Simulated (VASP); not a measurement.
A run of VASP 6.6.1:

INCAR

```
ALGO = Normal ; EDIFF = 1E-6
ENCUT = 600 ; GGA = PE
GGA_COMPAT = F ; ISIF = 2
ISMEAR = -1 ; LASPH = T
LCHARG = F ; LREAL = F
LWAVE = F ; NBANDS = 17
NELM = 120 ; PREC = Accurate
SIGMA = 0.05
```

File KPOINTS:

```
k-points
0
Gamma
  8 8 8
```

File POSCAR:

```
MgB2
1.0
    0.0000000000      3.0134660082      3.0134660082
    3.0134660082      0.0000000000      3.0134660082
    3.0134660082      3.0134660082      0.0000000000
Mg B
2 4
Direct
    0.0000000000      0.0000000000      0.0000000000
    0.2500000000      0.2500000000      0.2500000000
    0.6250000000      0.1250000000      0.6250000000
    0.6250000000      0.6250000000      0.1250000000
    0.1250000000      0.6250000000      0.6250000000
    0.6250000000      0.6250000000      0.6250000000
```

Potentials or basis: VASP PAW PBE potentials, release 64 (Mg, B).

Command:

```console
$ cat potpaw_PBE.64/Mg/POTCAR potpaw_PBE.64/B/POTCAR > POTCAR
$ mpirun -np 1 vasp_std > vasp.out
```

Hardware: 1 thread of Intel Xeon 8259CL, with other jobs on the host.

Question: Estimate the wall time of this run.

Answer: Wall time 60 s on 1 thread of Intel Xeon 8259CL (shared host), peak memory 0.21 GiB. Counts: scf iterations 12, k points 29.
